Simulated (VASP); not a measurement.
MoS2, 3 atoms in the cell. Symmetry: R-3m, No. 166, trigonal system. The conventional cell has a = 3.193 Å, b = 3.193 Å, c = 20.272 Å, α = 90.00°, β = 90.00°, γ = 120.00°. Mo (site symmetry -3m) has 6 S at 2.43 Å and 6 Mo at 3.19 Å within 3.2 Å. S (site symmetry 3m) has 3 Mo at 2.43 Å and 6 S at 3.19 Å within 3.2 Å. 

```yaml
Program: VASP 6.6.1
Task: single point
Functional: PBE
Potentials_or_basis: VASP PAW PBE potentials, release 64 (Mo_sv, S)
Cutoff: 520 eV
k_mesh: 18 × 18 × 18
Occupations: gaussian, width 0.1 eV
Spin: no spin polarisation
Dipole_correction: no
Further_INCAR_settings: ALGO = Normal; EDIFF = 1e-07; NBANDS = 20
```

Potentials or basis: VASP PAW PBE potentials, release 64 (Mo_sv, S).

Run with:

```bash
$ cat potpaw_PBE.64/Mo_sv/POTCAR potpaw_PBE.64/S/POTCAR > POTCAR
$ mpirun -np 1 vasp_std > vasp.out
```

Hardware: 1 thread of Intel(R) Xeon(R) 6975P-C (Granite Rapids), with other jobs on the host.

Problem. How long does it take, and how much memory?

Solution. Run time: 23 min on 1 thread of Intel(R) Xeon(R) 6975P-C (Granite Rapids), on a shared host, peak memory 0.87 GiB. Counts: scf iterations 16, k points 580.
